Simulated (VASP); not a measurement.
# BaRu3 (I4/mmm) in VASP: single point with PBE

Aim: the single point of BaRu3 with PBE.

All numbers are computed with VASP 6.6.1; they aren't measurements. Logs are shortened: lines on timing, memory, paths and dates and some standing lists are left out, and cuts for length are marked.

## 1. The cell of the first run

The structure is tetragonal, space group I4/mmm (No. 139). Conventional cell: a = 4.421 Å, b = 4.421 Å, c = 7.301 Å, α = 90.00°, β = 90.00°, γ = 90.00°. Within 3.8 Å of Ba (site symmetry 4/mmm) lie 14 Ru at 2.87 to 3.65 Å. Within 3.8 Å of Ru (site symmetry 4/mmm) lie 8 Ru at 2.87 Å and 6 Ba at 3.13 to 3.65 Å. Ru (site symmetry -4m2) has 4 Ba at 2.87 Å and 10 Ru at 2.87 to 3.65 Å within 3.8 Å.

## 2. Single point, PBE

Input file INCAR:

```
PREC     = Accurate       # precision mode
ENCUT    = 560            # plane-wave cutoff, eV
EDIFF    = 1E-6           # SCF threshold, eV
ISMEAR   = 0              # smearing method
SIGMA    = 0.1            # smearing width, eV
LREAL    = False          # projectors in reciprocal space
LASPH    = True           # aspherical terms in the spheres
NELM     = 120            # most SCF steps
ALGO     = Normal         # electronic algorithm
ISIF     = 2              # what is computed and relaxed
LWAVE    = False          # write WAVECAR
LCHARG   = True           # write CHGCAR
GGA      = PE             # functional
LELF     = True           # ELF
LVHAR    = True         
NBANDS   = 37             # bands
GGA_COMPAT= False
```

Input file KPOINTS:

```
regular mesh
0
Gamma
  14 14 14
```

Input file POSCAR:

```
BaRu3
1.0
   -2.2104389982      2.2104389982      3.6505903116
    2.2104389982     -2.2104389982      3.6505903116
    2.2104389982      2.2104389982     -3.6505903116
Ba Ru
1 3
Direct
    0.0000000000      0.0000000000      0.0000000000
    0.5000000000      0.5000000000      0.0000000000
    0.2500000000      0.7500000000      0.5000000000
    0.7500000000      0.2500000000      0.5000000000
```

Potentials or basis: VASP PAW PBE potentials, release 64 (Ba_sv, Ru_sv).

Launch:

```sh
> cat potpaw_PBE.64/Ba_sv/POTCAR potpaw_PBE.64/Ru_sv/POTCAR > POTCAR
> mpirun -np 1 vasp_std > vasp.out
```

OUTCAR:

```text
PREC = Accurate
   ENCUT = 560
   EDIFF = 1E-6
   ISMEAR = 0
   LREAL = False
   LASPH = True
   NELM = 120
   ISIF = 2
   GGA = PE

 ion  position               nearest neighbor table
   1  0.000  0.000  0.000-   4 2.87   3 2.87   3 2.87   4 2.87   3 2.87   4 2.87   4 2.87   3 2.87
                             2 3.13   2 3.13   2 3.13   2 3.13   2 3.65   2 3.65
   2  0.500  0.500  0.000-   1 3.13   1 3.13   1 3.13   1 3.13   1 3.65   1 3.65
   3  0.250  0.750  0.500-   1 2.87   1 2.87   1 2.87   1 2.87
   4  0.750  0.250  0.500-   1 2.87   1 2.87   1 2.87   1 2.87

  LATTYP: Found a body centered tetragonal cell.
 ALAT       =     4.4208779964
 C/A-ratio  =     1.6515227584

  Lattice vectors:

 A1 = (  -2.2104389982,   2.2104389982,   3.6505903116)
 A2 = (   2.2104389982,  -2.2104389982,   3.6505903116)
 A3 = (   2.2104389982,   2.2104389982,  -3.6505903116)

Analysis of symmetry for initial positions (statically):
=====================================================================
 Subroutine PRICEL returns:
 Original cell was already a primitive cell.

 Routine SETGRP: Setting up the symmetry group for a
 body centered tetragonal supercell.

 Subroutine GETGRP returns: Found 16 space group operations
 (whereof 16 operations were pure point group operations)
 out of a pool of 16 trial point group operations.

The static configuration has the point symmetry D_4h.

Analysis of symmetry for dynamics (positions and initial velocities):
=====================================================================
 Subroutine PRICEL returns:
 Original cell was already a primitive cell.

 Routine SETGRP: Setting up the symmetry group for a
 body centered tetragonal supercell.

 Subroutine GETGRP returns: Found 16 space group operations
 (whereof 16 operations were pure point group operations)
 out of a pool of 16 trial point group operations.

The dynamic configuration has the point symmetry D_4h.

 Subroutine INISYM returns: Found 16 space group operations
 (whereof 16 operations are pure point group operations),
 and found     1 'primitive' translations

----------------------------------------------------------------------------------------

                                     Primitive cell

  volume of cell :      71.3477

  direct lattice vectors                    reciprocal lattice vectors
    -2.210438998  2.210438998  3.650590312     0.000000000  0.226199411  0.136964150
     2.210438998 -2.210438998  3.650590312     0.226199411  0.000000000  0.136964150
     2.210438998  2.210438998 -3.650590312     0.226199411  0.226199411  0.000000000

  length of vectors
     4.806130538  4.806130538  4.806130538     0.264434022  0.264434022  0.319894275

  position of ions in fractional coordinates (direct lattice)
     0.000000000  0.000000000  0.000000000
     0.500000000  0.500000000  0.000000000
     0.250000000  0.750000000  0.500000000
     0.750000000  0.250000000  0.500000000

  ion indices of the primitive-cell ions
   primitive index   ion index
                 1           1
                 2           2
                 3           3
                 4           4

----------------------------------------------------------------------------------------

 KPOINTS: regular mesh

Automatic generation of k-mesh.
 Grid dimensions read from file:
 generate k-points for:   14   14   14

 Generating k-lattice:

  Cartesian coordinates                     Fractional coordinates (reciprocal lattice)
     0.000000000  0.016157101  0.009783154     0.071428571  0.000000000  0.000000000
     0.016157101  0.000000000  0.009783154     0.000000000  0.071428571  0.000000000
     0.016157101  0.016157101  0.000000000     0.000000000  0.000000000  0.071428571

  Length of vectors
     0.018888144  0.018888144  0.022849591

  Shift w.r.t. Gamma in fractional coordinates (k-lattice)
     0.000000000  0.000000000  0.000000000

 Subroutine IBZKPT returns following result:
 ===========================================

 Found    244 irreducible k-points:

 Following reciprocal coordinates:
            Coordinates               Weight
  0.000000  0.000000  0.000000      1.000000
  0.071429  0.000000 -0.000000      8.000000
  0.142857  0.000000  0.000000      8.000000
  0.214286  0.000000  0.000000      8.000000
  0.285714  0.000000  0.000000      8.000000
  0.357143  0.000000 -0.000000      8.000000
[... 16 lines left out ...]
  0.214286  0.142857  0.000000     16.000000
  0.285714  0.142857  0.000000     16.000000
 [... further k-points ...]
   k-points           NKPTS =    244   k-points in BZ     NKDIM =    244   number of bands    NBANDS=     37
   number of dos      NEDOS =    301   number of ions     NIONS =      4
   total plane-waves  NPLWV =  64000
   dimension x,y,z NGX =    40 NGY =   40 NGZ =   40
   dimension x,y,z NGXF=    80 NGYF=   80 NGZF=   80
   ions per type =               1   3
   NGX,Y,Z   is equivalent  to a cutoff of  13.84, 13.84, 13.84 a.u.
   NGXF,Y,Z  is equivalent  to a cutoff of  27.67, 27.67, 27.67 a.u.
 SYSTEM =  unknown system
   PREC   = accura    normal or accurate (medium, high low for compatibility)
   ISTART =      0    job   : 0-new  1-cont  2-samecut
   ICHARG =      2    charge: 1-file 2-atom 10-const
   ISPIN  =      1    spin polarized calculation?
   LNONCOLLINEAR =      F non collinear calculations
   LSORBIT =      F    spin-orbit coupling
   LASPH  =      T    aspherical Exc in radial PAW
   ENCUT  =  560.0 eV  41.16 Ry    6.42 a.u.   9.27  9.27  9.27*2*pi/ulx,y,z
   NELM   =    120;   NELMIN=  2; NELMDL= -5     # of ELM steps
   EDIFF  = 0.1E-05   stopping-criterion for ELM
   LREAL  =      F    real-space projection
   EDIFFG = 0.1E-04   stopping-criterion for IOM
   NSW    =      0    number of steps for IOM
   IBRION =     -1    ionic relax: 0-MD 1-quasi-New 2-CG
   NFREE  =      0    steps in history (QN), initial steepest desc. (CG)
   ISIF   =      2    stress and relaxation
   ISYM   =      2    0-nonsym 1-usesym 2-fastsym
   POTIM  = 0.5000    time-step for ionic-motion
   TEBEG  =    0.0;   TEEND  =   0.0 temperature during run
   PSTRESS=    0.0 pullay stress
   NELECT =      58.0000    total number of electrons
   NUPDOWN=      -1.0000    fix difference up-down
   EMIN   =  10.00;   EMAX   =-10.00  energy-range for DOS
   EFERMI =   0.00;   METHOD = LEGACY
   ISMEAR =     0;   SIGMA  =   0.10  broadening in eV -4-tet -1-fermi 0-gaus
   EFERMI_NEDOS =   21; number of points for ismear=-14 and -15
   IALGO  =     38    algorithm
   IMIX   =      4    mixing-type and parameters
     AMIX     =   0.40;   BMIX     =  1.00
     AMIX_MAG =   1.60;   BMIX_MAG =  1.00
  volume/ion in A,a.u.               =      17.84       120.37
  Fermi-wavevector in a.u.,A,eV,Ry     =   1.527885  2.887285 31.761899  2.334434
  Thomas-Fermi vector in A             =   2.635720
   LORBIT       =      0    0 simple, 1 ext, 2 COOP (PROOUT), +10 PAW based schemes
   GGA     = PE    functional components
   LHFCALC =     F    Hartree Fock is set to
   AEXX    =    0.0000 exact exchange contribution
   IVDW    =     0    specifies the selected vdW correction
   LEPSILON=     F    determine dielectric tensor
   LRPA    =     F    only Hartree local field effects (RPA)
 non-spin polarized calculation
 Gauss-broadening in eV      SIGMA  =   0.10
  energy-cutoff  :      560.00
  volume of cell :       71.35
 maximum number of plane-waves:      2168
 NGX is ok and might be reduce to    40
   NGX = 19   NGY = 19   NGZ = 19

 number of electron      58.0000002 magnetization

 Free energy of the ion-electron system (eV)
  ---------------------------------------------------
  ext. energy  EPLUGINS =         0.00000000
  ---------------------------------------------------
  free energy    TOTEN  =       -24.80756379 eV

  energy without entropy =      -24.77139106  energy(sigma->0) =      -24.78947743

 E-fermi :   9.9901     XC(G=0): -12.5755

 val. band max:        9.9898801005   @ k =  -0.2143  -0.4286   0.2143
 cond. band min:       9.9907067173   @ k =  -0.2857   0.2857   0.2143
 fundamental gap:      0.0008266168
 Fermi energy:         9.9900577175

 k-point     1 :       0.0000    0.0000    0.0000
  band No.  band energies     occupation
      1     -62.4534      2.00000
      2     -62.2482      2.00000
      3     -62.2374      2.00000
      4     -32.5669      2.00000
      5     -32.4428      2.00000
      6     -32.4428      2.00000
[... 29 lines left out ...]
     36      16.4126      0.00000
     37      16.6792      0.00000

 k-point     2 :       0.0714    0.0000   -0.0000
  band No.  band energies     occupation
      1     -62.4531      2.00000
      2     -62.2482      2.00000
      3     -62.2377      2.00000
      4     -32.5670      2.00000
      5     -32.4455      2.00000
      6     -32.4448      2.00000
[... 29 lines left out ...]
     36      16.2077      0.00000
     37      17.0540      0.00000

 k-point     3 :       0.1429    0.0000    0.0000
  band No.  band energies     occupation
      1     -62.4524      2.00000
      2     -62.2483      2.00000
      3     -62.2383      2.00000
      4     -32.5669      2.00000
      5     -32.4518      2.00000
      6     -32.4500      2.00000
[... 29 lines left out ...]
     36      16.0311      0.00000
     37      16.6918      0.00000

 k-point     4 :       0.2143    0.0000    0.0000
  band No.  band energies     occupation
      1     -62.4515      2.00000
      2     -62.2482      2.00000
      3     -62.2393      2.00000
      4     -32.5664      2.00000
      5     -32.4590      2.00000
      6     -32.4565      2.00000
[... 29 lines left out ...]
     36      15.9251      0.00000
     37      16.2567      0.00000
[... 683 lines left out ...]
      1     -62.4511      2.00000
      2     -62.2487      2.00000
      3     -62.2391      2.00000
      4     -32.5640      2.00000
      5     -32.4655      2.00000
      6     -32.4597      2.00000
[... 29 lines left out ...]
     36      15.1733      0.00000
     37      16.7476      0.00000

 k-point    23 :       0.2143    0.1429    0.0000
  band No.  band energies     occupation
      1     -62.4501      2.00000
      2     -62.2487      2.00000
      3     -62.2401      2.00000
      4     -32.5637      2.00000
      5     -32.4698      2.00000
      6     -32.4668      2.00000
[... 29 lines left out ...]
     36      15.1104      0.00000
     37      16.7558      0.00000

 k-point    24 :       0.2857    0.1429    0.0000
  band No.  band energies     occupation
      1     -62.4492      2.00000
      2     -62.2485      2.00000
      3     -62.2413      2.00000
      4     -32.5640      2.00000
      5     -32.4732      2.00000
      6     -32.4709      2.00000
[... 29 lines left out ...]
     36      15.4083      0.00000
     37      16.6029      0.00000

 [... further k-points ...]

------------------------ aborting loop because EDIFF is reached ----------------------------------------

  FORCE on cell =-STRESS in cart. coord.  units (eV):
  Direction    XX          YY          ZZ          XY          YZ          ZX
  --------------------------------------------------------------------------------------
  -------------------------------------------------------------------------------------
  Total        1.7488764      1.7488764      1.5277713      0.0000000      0.0000000      0.0000000
  in kB       39.2725905     39.2725905     34.3074770      0.0000000      0.0000000      0.0000000
  external PRESSURE =      37.6175526 kB  Pullay stress =       0.0000000 kB

 VOLUME and BASIS-vectors are now :
 -----------------------------------------------------------------------------
  energy-cutoff  :      560.00
  volume of cell :       71.35
      direct lattice vectors                 reciprocal lattice vectors
    -2.210438998  2.210438998  3.650590312     0.000000000  0.226199411  0.136964150
     2.210438998 -2.210438998  3.650590312     0.226199411  0.000000000  0.136964150
     2.210438998  2.210438998 -3.650590312     0.226199411  0.226199411  0.000000000

 POSITION                                       TOTAL-FORCE (eV/Angst)
 -----------------------------------------------------------------------------------
      0.00000      0.00000      0.00000         0.000000     -0.000000      0.000000
      0.00000      0.00000      3.65059         0.000000     -0.000000      0.000000
      2.21044      0.00000      1.82530         0.000000     -0.000000     -0.000000
      0.00000      2.21044      1.82530        -0.000000      0.000000      0.000000
 -----------------------------------------------------------------------------------
    total drift:                               -0.000000     -0.000000      0.000000

  FREE ENERGIE OF THE ION-ELECTRON SYSTEM (eV)
  ---------------------------------------------------
  free  energy   TOTEN  =       -24.8075637889 eV

  energy  without entropy=      -24.7713910618  energy(sigma->0) =      -24.78947743
```

Wall time 15 min (1 thread of Intel Xeon Platinum 8488C (Sapphire Rapids), shared host); peak memory 0.69 GiB.

What came out:

- Free energy: -24.8076 eV
- Pressure: 3.8 GPa
- Band gap on the k mesh: zero (bands 29 and 30 overlap by 0.75 eV)

Caveat: the cell stands under pressure; spin-orbit coupling is left out, which moves the levels of the heavy elements.
